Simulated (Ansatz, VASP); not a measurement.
# One calculation of K3Sc, two programs

INCAR

```
SYSTEM = K3Sc
PREC     = Accurate       ! precision mode
ENCUT    = 600            ! plane-wave cutoff, eV
EDIFF    = 1E-6           ! SCF threshold, eV
ISMEAR   = 0              ! smearing method
SIGMA    = 0.1            ! smearing width, eV
LREAL    = .FALSE.        ! projectors in reciprocal space
LASPH    = .TRUE.         ! aspherical terms in the spheres
NELM     = 60             ! most SCF steps
ALGO     = Fast           ! electronic algorithm
ISIF     = 3              ! what is computed and relaxed
LWAVE    = .FALSE.        ! write WAVECAR
LCHARG   = .FALSE.        ! write CHGCAR
GGA      = PE             ! functional
IBRION   = 2              ! ionic algorithm
NSW      = 100            ! ionic steps
EDIFFG   = -0.01          ! ionic threshold
```

KPOINTS

```
Automatic mesh
0
G
  8 8 8
  0 0 0
```

Contents of POSCAR:

```
K3Sc
1.0
    5.9518234785      0.0000000000      0.0000000000
    0.0000000000      5.9518234785      0.0000000000
    0.0000000000      0.0000000000      5.9518234785
K Sc
3 1
Direct
    0.0000000000      0.5000000000      0.5000000000
    0.5000000000      0.0000000000      0.5000000000
    0.5000000000      0.5000000000      0.0000000000
    0.0000000000      0.0000000000      0.0000000000
```

Input for Ansatz:

```yaml
crystal:
  lattice:
    - [5.9518234785, 0.0, 0.0]
    - [0.0, 5.9518234785, 0.0]
    - [0.0, 0.0, 5.9518234785]
  atoms:
    - { symbol: K, position: [0.0, 0.5, 0.5] }
    - { symbol: K, position: [0.5, 0.0, 0.5] }
    - { symbol: K, position: [0.5, 0.5, 0.0] }
    - { symbol: Sc, position: [0.0, 0.0, 0.0] }
basis:
  ecutwfc: 420
kpoints:
  mp_grid: { grid: [8, 8, 8] }
hamiltonian:
  xc: pbe
scf:
  occupations: { method: gaussian, width: 0.1 }
output:
  forces: true
  stress: true
  eigenvalues: true
  write_density: true
  write_potential: true
  elf: true
  volumetric_format: npy
relax:
  adjacent_minimum: "off"
  f_tol: 0.01
  max_steps: 80
  cell: { stress_tol: 0.05 }
```

Alike in both runs: task relaxation of cell and atoms; functional PBE; k mesh 8 × 8 × 8; occupations gaussian, width 0.1 eV; no spin polarisation.

```csv
,VASP,Ansatz
version,VASP 6.6.1,Ansatz 0.2.0
potentials or method,"VASP PAW PBE potentials, release 64 (K_sv, Sc_sv), cutoff 600 eV","scalar-relativistic, plane waves, PAW"
valence electrons in the cell,38,38
```

|  | VASP | Ansatz | Ansatz less VASP |
| --- | --- | --- | --- |
| gap on the k mesh at the Fermi level, each at its own relaxed structure (eV) | none | none | - |
| relaxed volume (Å³/atom) | 53.24 | 53.72 | +0.478 |
| relaxed length of the cell vector where the two differ most in proportion (Å) | 5.972 | 5.990 | +0.0178 |

A gap of «none» marks a metal or a gap that the smearing closes.
